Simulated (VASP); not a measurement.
Here is a VASP 6.6.1 calculation.

INCAR

```
SYSTEM = Si7Sn
  PREC = Accurate
  ENCUT = 520
  EDIFF = 1E-6
  ISMEAR = -1
  SIGMA = 0.05
  LREAL = Auto
  LASPH = .True.
  NELM = 60
  ALGO = Normal
  ISIF = 2
  LWAVE = .False.
  LCHARG = .True.
  GGA = PS
  LELF = .True.
  LVHAR = .True.
  NBANDS = 56
```

KPOINTS

```
Automatic mesh
0
Gamma
  2 2 2
  0.5 0.5 0.5
```

Contents of POSCAR:

```
Si7Sn
1.0
    0.0000000000      5.5655950000      5.5655950000
    5.5655950000      0.0000000000      5.5655950000
    5.5655950000      5.5655950000      0.0000000000
Sn Si
2 14
Direct
    0.0114980000      0.0056530000      0.9900950000
    0.9939270000      0.5053740000      0.4998640000
    0.5015470000      0.5035200000      0.5025010000
    0.1298090000      0.1147560000      0.1346420000
    0.6305020000      0.6253780000      0.6256850000
    0.0124990000      0.9811200000      0.5045360000
    0.4966450000      0.5061680000      0.0018260000
    0.1248720000      0.1219720000      0.6218940000
    0.6231110000      0.6193700000      0.1169900000
    0.0002050000      0.4963950000      0.0014140000
    0.4997850000      0.0009450000      0.4934820000
    0.1212570000      0.6294280000      0.1188120000
    0.6282380000      0.1236140000      0.6293630000
    0.4881660000      0.9962820000      0.0051820000
    0.6212510000      0.1226200000      0.1242940000
    0.1179570000      0.6323340000      0.6187050000
```

Potentials or basis: VASP PAW PBE potentials, release 64 (Sn_d, Si).

Command:

```console
$ cat potpaw_PBE.64/Sn_d/POTCAR potpaw_PBE.64/Si/POTCAR > POTCAR
$ mpirun -np 1 vasp_std > vasp.out
```

Q: Estimate the largest force.

A: 3.331 eV/Å.

Q: What does it give for the band gap on the k mesh?

A: 0.84 eV.

Q: What does it give for the pressure?

A: 1.6 GPa.

Forces in eV/Å, atoms in the order of the input:
```
Sn   0.602 -0.364 -1.135
Sn  -1.600  0.329  0.270
Si  -0.324 -0.325 -0.211
Si   1.639  0.443  1.078
Si   1.920 -1.998 -1.848
Si   1.380 -1.082  0.518
Si  -0.979 -0.544 -1.014
Si  -2.337 -0.362  0.790
Si   1.107  1.039  0.514
Si  -0.226 -0.189  0.065
Si   0.414  0.418  0.107
Si  -1.945  0.283 -0.099
Si  -0.280 -0.410 -0.130
Si  -0.516  0.691  0.855
Si   0.664 -0.898 -0.392
Si   0.482  2.969  0.631
```

Caveat: the PAW data sets were made with another functional, which shifts forces and pressure a little; spin-orbit coupling is left out, which moves the levels of the heavy elements; a shifted mesh leaves out Γ, where band edges can lie. A k mesh can miss the band edges.
